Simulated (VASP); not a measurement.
# LaH3 (I4/mmm) in VASP: notebook

LaH3 is run at these levels: r2SCAN, r2SCAN+D3(BJ); tasks: single point.

Program: VASP 6.6.1. These are calculated values, not measurements. Logs are shortened: lines on timing, memory, paths and dates and some standing lists are left out, and cuts for length are marked.

### Step 1. The cell of the first run

Symmetry: I4/mmm, No. 139, tetragonal system. Conventional cell: a = 3.866 Å, b = 3.866 Å, c = 5.556 Å, α = 90.00°, β = 90.00°, γ = 90.00°. Within 3.1 Å of H (site symmetry -4m2) lie 10 H at 2.38 to 2.78 Å and 4 La at 2.38 Å. H (site symmetry 4/mmm) has 8 H at 2.38 Å and 6 La at 2.73 to 2.78 Å within 3.1 Å. La (site symmetry 4/mmm) has 14 H at 2.38 to 2.78 Å within 3.1 Å.

### Step 2. Single point, r2SCAN (volume scaled by 0.96)

File POSCAR:

```
LaH3
1.0
   -1.9328364822      1.9328364822      2.7778476406
    1.9328364822     -1.9328364822      2.7778476406
    1.9328364822      1.9328364822     -2.7778476406
H La
3 1
Direct
    0.7500000000      0.2500000000      0.5000000000
    0.2500000000      0.7500000000      0.5000000000
    0.5000000000      0.5000000000      0.0000000000
    0.0000000000      0.0000000000      0.0000000000
```

File INCAR.step1:

```
PREC     = Accurate       # precision mode
ENCUT    = 520            # plane-wave cutoff, eV
ISMEAR   = 0              # smearing method
SIGMA    = 0.05           # smearing width, eV
LREAL    = False          # projectors in reciprocal space
LASPH    = True           # aspherical terms in the spheres
NELM     = 60             # most SCF steps
NBANDS   = 15             # bands
GGA      = PE             # functional
ALGO     = Normal         # electronic algorithm
EDIFF    = 1E-4           # SCF threshold, eV
LWAVE    = True           # write WAVECAR
LCHARG   = False          # write CHGCAR
```

File INCAR.step2:

```
PREC     = Accurate       # precision mode
ENCUT    = 520            # plane-wave cutoff, eV
EDIFF    = 1E-7           # SCF threshold, eV
ISMEAR   = 0              # smearing method
SIGMA    = 0.05           # smearing width, eV
LREAL    = False          # projectors in reciprocal space
LASPH    = True           # aspherical terms in the spheres
NELM     = 60             # most SCF steps
ALGO     = Normal         # electronic algorithm
ISIF     = 2              # what is computed and relaxed
LWAVE    = False          # write WAVECAR
LCHARG   = False          # write CHGCAR
METAGGA  = R2SCAN         # meta-GGA
LMIXTAU  = True         
NBANDS   = 15             # bands
ISTART   = 1
```

File KPOINTS:

```
Automatic mesh
0
Gamma
  8 8 8
```

Potentials or basis: VASP PAW PBE potentials, release 64 (H, La).

Command:

```sh
$ cat potpaw_PBE.64/H/POTCAR potpaw_PBE.64/La/POTCAR > POTCAR
$ cp INCAR.step1 INCAR
$ mpirun -np 1 vasp_std > vasp.out
$ cp INCAR.step2 INCAR
$ mpirun -np 1 vasp_std > vasp.out
```

OUTCAR:

```text
PREC = Accurate
   ENCUT = 520
   EDIFF = 1E-7
   ISMEAR = 0
   LREAL = False
   LASPH = True
   NELM = 60
   ISIF = 2
   METAGGA = R2SCAN
   ISTART = 1

 ion  position               nearest neighbor table
   1  0.750  0.250  0.500-
   2  0.250  0.750  0.500-
   3  0.500  0.500  0.000-
   4  0.000  0.000  0.000-

  LATTYP: Found a body centered tetragonal cell.
 ALAT       =     3.8656729644
 C/A-ratio  =     1.4371870907

  Lattice vectors:

 A1 = (  -1.9328364822,   1.9328364822,   2.7778476406)
 A2 = (   1.9328364822,  -1.9328364822,   2.7778476406)
 A3 = (   1.9328364822,   1.9328364822,  -2.7778476406)

Analysis of symmetry for initial positions (statically):
=====================================================================
 Subroutine PRICEL returns:
 Original cell was already a primitive cell.

 Routine SETGRP: Setting up the symmetry group for a
 body centered tetragonal supercell.

 Subroutine GETGRP returns: Found 16 space group operations
 (whereof 16 operations were pure point group operations)
 out of a pool of 16 trial point group operations.

The static configuration has the point symmetry D_4h.

Analysis of symmetry for dynamics (positions and initial velocities):
=====================================================================
 Subroutine PRICEL returns:
 Original cell was already a primitive cell.

 Routine SETGRP: Setting up the symmetry group for a
 body centered tetragonal supercell.

 Subroutine GETGRP returns: Found 16 space group operations
 (whereof 16 operations were pure point group operations)
 out of a pool of 16 trial point group operations.

The dynamic configuration has the point symmetry D_4h.

 Subroutine INISYM returns: Found 16 space group operations
 (whereof 16 operations are pure point group operations),
 and found     1 'primitive' translations

----------------------------------------------------------------------------------------

                                     Primitive cell

  volume of cell :      41.5106

  direct lattice vectors                    reciprocal lattice vectors
    -1.932836482  1.932836482  2.777847641     0.000000000  0.258687170  0.179995473
     1.932836482 -1.932836482  2.777847641     0.258687170  0.000000000  0.179995473
     1.932836482  1.932836482 -2.777847641     0.258687170  0.258687170  0.000000000

  length of vectors
     3.897197871  3.897197871  3.897197871     0.315146668  0.315146668  0.365838904

  position of ions in fractional coordinates (direct lattice)
     0.750000000  0.250000000  0.500000000
     0.250000000  0.750000000  0.500000000
     0.500000000  0.500000000  0.000000000
     0.000000000  0.000000000  0.000000000

  ion indices of the primitive-cell ions
   primitive index   ion index
                 1           1
                 2           2
                 3           3
                 4           4

----------------------------------------------------------------------------------------

 KPOINTS: Automatic mesh

Automatic generation of k-mesh.
 Grid dimensions read from file:
 generate k-points for:    8    8    8

 Generating k-lattice:

  Cartesian coordinates                     Fractional coordinates (reciprocal lattice)
     0.000000000  0.032335896  0.022499434     0.125000000 -0.000000000  0.000000000
     0.032335896  0.000000000  0.022499434    -0.000000000  0.125000000  0.000000000
     0.032335896  0.032335896  0.000000000     0.000000000  0.000000000  0.125000000

  Length of vectors
     0.039393333  0.039393333  0.045729863

  Shift w.r.t. Gamma in fractional coordinates (k-lattice)
     0.000000000  0.000000000  0.000000000

 Subroutine IBZKPT returns following result:
 ===========================================

 Found     59 irreducible k-points:

 Following reciprocal coordinates:
            Coordinates               Weight
  0.000000  0.000000  0.000000      1.000000
  0.125000  0.000000 -0.000000      8.000000
  0.250000  0.000000 -0.000000      8.000000
  0.375000  0.000000 -0.000000      8.000000
  0.500000  0.000000 -0.000000      4.000000
  0.125000  0.125000 -0.000000      8.000000
[... 16 lines left out ...]
  0.250000  0.125000  0.125000     16.000000
  0.375000  0.125000  0.125000      8.000000
 [... further k-points ...]
   k-points           NKPTS =     59   k-points in BZ     NKDIM =     59   number of bands    NBANDS=     15
   number of dos      NEDOS =    301   number of ions     NIONS =      4
   total plane-waves  NPLWV =  27000
   dimension x,y,z NGX =    30 NGY =   30 NGZ =   30
   dimension x,y,z NGXF=    60 NGYF=   60 NGZF=   60
   ions per type =               3   1
   NGX,Y,Z   is equivalent  to a cutoff of  12.80, 12.80, 12.80 a.u.
   NGXF,Y,Z  is equivalent  to a cutoff of  25.59, 25.59, 25.59 a.u.
 SYSTEM =  unknown system
   PREC   = accura    normal or accurate (medium, high low for compatibility)
   ISTART =      1    job   : 0-new  1-cont  2-samecut
   ICHARG =      0    charge: 1-file 2-atom 10-const
   ISPIN  =      1    spin polarized calculation?
   LNONCOLLINEAR =      F non collinear calculations
   LSORBIT =      F    spin-orbit coupling
   LASPH  =      T    aspherical Exc in radial PAW
   ENCUT  =  520.0 eV  38.22 Ry    6.18 a.u.   7.25  7.25  7.25*2*pi/ulx,y,z
   NELM   =     60;   NELMIN=  2; NELMDL=  0     # of ELM steps
   EDIFF  = 0.1E-06   stopping-criterion for ELM
   LREAL  =      F    real-space projection
   EDIFFG = 0.1E-05   stopping-criterion for IOM
   NSW    =      0    number of steps for IOM
   IBRION =     -1    ionic relax: 0-MD 1-quasi-New 2-CG
   NFREE  =      0    steps in history (QN), initial steepest desc. (CG)
   ISIF   =      2    stress and relaxation
   ISYM   =      2    0-nonsym 1-usesym 2-fastsym
   POTIM  = 0.5000    time-step for ionic-motion
   TEBEG  =    0.0;   TEEND  =   0.0 temperature during run
   PSTRESS=    0.0 pullay stress
   NELECT =      14.0000    total number of electrons
   NUPDOWN=      -1.0000    fix difference up-down
   EMIN   =  10.00;   EMAX   =-10.00  energy-range for DOS
   EFERMI =   0.00;   METHOD = LEGACY
   ISMEAR =     0;   SIGMA  =   0.05  broadening in eV -4-tet -1-fermi 0-gaus
   EFERMI_NEDOS =   21; number of points for ismear=-14 and -15
   IALGO  =     38    algorithm
   IMIX   =      4    mixing-type and parameters
     AMIX     =   0.40;   BMIX     =  1.00
     AMIX_MAG =   1.60;   BMIX_MAG =  1.00
  volume/ion in A,a.u.               =      10.38        70.03
  Fermi-wavevector in a.u.,A,eV,Ry     =   1.139545  2.153427 17.668005  1.298562
  Thomas-Fermi vector in A             =   2.276248
   LORBIT       =      0    0 simple, 1 ext, 2 COOP (PROOUT), +10 PAW based schemes
   METAGGA = R2SCAN    functional components
   LHFCALC =     F    Hartree Fock is set to
   AEXX    =    0.0000 exact exchange contribution
   IVDW    =     0    specifies the selected vdW correction
   LEPSILON=     F    determine dielectric tensor
   LRPA    =     F    only Hartree local field effects (RPA)
 non-spin polarized calculation
 Gauss-broadening in eV      SIGMA  =   0.05
  energy-cutoff  :      520.00
  volume of cell :       41.51
 maximum number of plane-waves:      1132
 NGX is ok and might be reduce to    30
   NGX = 15   NGY = 15   NGZ = 15

 number of electron      13.9999999 magnetization

 Free energy of the ion-electron system (eV)
  ---------------------------------------------------
  ext. energy  EPLUGINS =         0.00000000
  ---------------------------------------------------
  free energy    TOTEN  =       -42.83134794 eV

  energy without entropy =      -42.83116511  energy(sigma->0) =      -42.83125653

 E-fermi :   8.4756     XC(G=0): -10.6963

 val. band max:        7.7287858366   @ k =   0.1250   0.0000  -0.0000
 cond. band min:       8.4851019599   @ k =   0.0000   0.0000   0.0000
 fundamental gap:      0.7563161233
 Fermi energy:         8.4755819438

 k-point     1 :       0.0000    0.0000    0.0000
  band No.  band energies     occupation
      1     -26.3365      2.00000
      2      -9.0773      2.00000
      3      -9.0703      2.00000
      4      -9.0703      2.00000
      5      -0.2727      2.00000
      6       4.7789      2.00000
      7       8.4851      0.78772
      8       8.6609      0.00000
      9       8.7744      0.00000
     10       8.7744      0.00000
     11       9.8279      0.00000
     12       9.8629      0.00000
     13       9.8629      0.00000
     14      10.5501      0.00000
     15      10.5542      0.00000

 k-point     2 :       0.1250    0.0000   -0.0000
  band No.  band energies     occupation
      1     -26.3140      2.00000
      2      -9.2976      2.00000
      3      -9.0975      2.00000
      4      -9.0893      2.00000
      5       0.1384      2.00000
      6       4.2881      2.00000
      7       7.7288      2.00000
      8       8.8109      0.00000
      9       8.8964      0.00000
     10       9.4318      0.00000
     11       9.7999      0.00000
     12       9.8273      0.00000
     13      10.3255      0.00000
     14      10.5336      0.00000
     15      10.5433      0.00000

 k-point     3 :       0.2500    0.0000   -0.0000
  band No.  band energies     occupation
      1     -26.2591      2.00000
      2      -9.7898      2.00000
      3      -9.1511      2.00000
      4      -9.1347      2.00000
      5       1.0518      2.00000
      6       3.6485      2.00000
      7       6.6453      2.00000
      8       8.8543      0.00000
      9       8.9725      0.00000
     10       9.8133      0.00000
     11       9.8317      0.00000
     12      10.1735      0.00000
     13      10.4536      0.00000
     14      10.4878      0.00000
     15      10.5606      0.00000
[... 343 lines left out ...]
 k-point    23 :       0.2500    0.1250    0.1250
  band No.  band energies     occupation
      1     -26.1718      2.00000
      2     -10.1207      2.00000
      3      -9.5330      2.00000
      4      -9.2806      2.00000
      5       2.4421      2.00000
      6       3.2519      2.00000
      7       4.4625      2.00000
      8       9.2438      0.00000
      9       9.7716      0.00000
     10       9.9769      0.00000
     11      10.0958      0.00000
     12      10.3333      0.00000
     13      10.3504      0.00000
     14      10.4532      0.00000
     15      10.8540      0.00000

 k-point    24 :       0.3750    0.1250    0.1250
  band No.  band energies     occupation
      1     -26.1529      2.00000
      2     -10.2119      2.00000
      3      -9.5835      2.00000
      4      -9.3149      2.00000
      5       2.5477      2.00000
      6       3.4689      2.00000
      7       4.2331      2.00000
      8       9.1386      0.00000
      9       9.8012      0.00000
     10       9.9875      0.00000
     11      10.0689      0.00000
     12      10.3595      0.00000
     13      10.3960      0.00000
     14      10.3979      0.00000
     15      10.7989      0.00000

 [... further k-points ...]
[... 5 lines left out ...]
  --------------------------------------------------------------------------------------
  -------------------------------------------------------------------------------------
  Total        0.8479715      0.8479715      0.8151567      0.0000000      0.0000000      0.0000000
  in kB       32.7290341     32.7290341     31.4624882      0.0000000      0.0000000      0.0000000
  external PRESSURE =      32.3068521 kB  Pullay stress =       0.0000000 kB

 VOLUME and BASIS-vectors are now :
 -----------------------------------------------------------------------------
  energy-cutoff  :      520.00
  volume of cell :       41.51
      direct lattice vectors                 reciprocal lattice vectors
    -1.932836482  1.932836482  2.777847641     0.000000000  0.258687170  0.179995473
     1.932836482 -1.932836482  2.777847641     0.258687170  0.000000000  0.179995473
     1.932836482  1.932836482 -2.777847641     0.258687170  0.258687170  0.000000000

 POSITION                                       TOTAL-FORCE (eV/Angst)
 -----------------------------------------------------------------------------------
      0.00000      1.93284      1.38892        -0.000000      0.000000      0.000000
      1.93284      0.00000      1.38892         0.000000     -0.000000      0.000000
      0.00000      0.00000      2.77785         0.000000     -0.000000     -0.000000
      0.00000      0.00000      0.00000         0.000000     -0.000000     -0.000000
 -----------------------------------------------------------------------------------
    total drift:                                0.000000      0.000000      0.000000

  FREE ENERGIE OF THE ION-ELECTRON SYSTEM (eV)
  ---------------------------------------------------
  free  energy   TOTEN  =       -42.8313479438 eV

  energy  without entropy=      -42.8311651087  energy(sigma->0) =      -42.83125653
```

It took 1.8 min on 1 thread of Intel Xeon 6975P-C (Granite Rapids), shared host; peak memory 0.2 GiB.

Results:

```
Free energy : -42.8313 eV
Pressure    : 3.2 GPa
```

Levels at points of the mesh, in eV from the Fermi level:
```tsv
k point	band 5	band 6	band 7	band 8	band 9	band 10
(0.00, 0.00, 0.00)	-8.75	-3.70	0.01	0.19	0.30	0.30
(0.50, 0.00, 0.00)	-6.75	-4.58	-2.72	0.04	0.18	1.50
(0.50, 0.50, 0.00)	-6.44	-6.09	-3.56	1.47	1.51	1.63
(0.50, 0.50, 0.50)	-6.34	-6.08	-3.64	1.50	1.50	1.65
```

Caveat: the PAW data sets were made with another functional, which shifts forces and pressure a little; spin-orbit coupling is left out, which moves the levels of the heavy elements.

(Continued in part 2 of 2.)
